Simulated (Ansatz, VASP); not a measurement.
Two plane-wave programs on SiO2

```
Si O
1.0
     5.06052    0.00000    0.00000
    -2.53026    4.38254    0.00000
     0.00000    0.00000    5.54135
Si O
3 6
Direct
  0.00000 0.50000 0.33333
  0.50000 0.50000 0.66667
  0.50000 0.00000 0.00000
  0.58279 0.79139 0.83333
  0.79139 0.58279 0.50000
  0.79139 0.20861 0.16667
  0.41721 0.20861 0.83333
  0.20861 0.41721 0.50000
  0.20861 0.79139 0.16667
```

Alike in both runs: task relaxation of cell and atoms; functional PBE; k mesh 6 × 6 × 4; occupations gaussian, width 0.02 eV; no spin polarisation.

```csv
,VASP,Ansatz
version,VASP 6.6.1,Ansatz 0.2.0
potentials or method,"VASP PAW PBE potentials, release 64 (Si, O), cutoff 600 eV","scalar-relativistic, plane waves, PAW"
valence electrons in the cell,48,48
```

|  | VASP | Ansatz | Ansatz less VASP |
| --- | --- | --- | --- |
| gap on the k mesh at the Fermi level, each at its own relaxed structure (eV) | 5.56 | 5.55 | -0.005 |
| relaxed volume (Å³/atom) | 14.00 | 14.01 | +0.009 |
| relaxed length of the cell vector where the two differ most in proportion (Å) | 5.103 | 5.105 | +0.0024 |
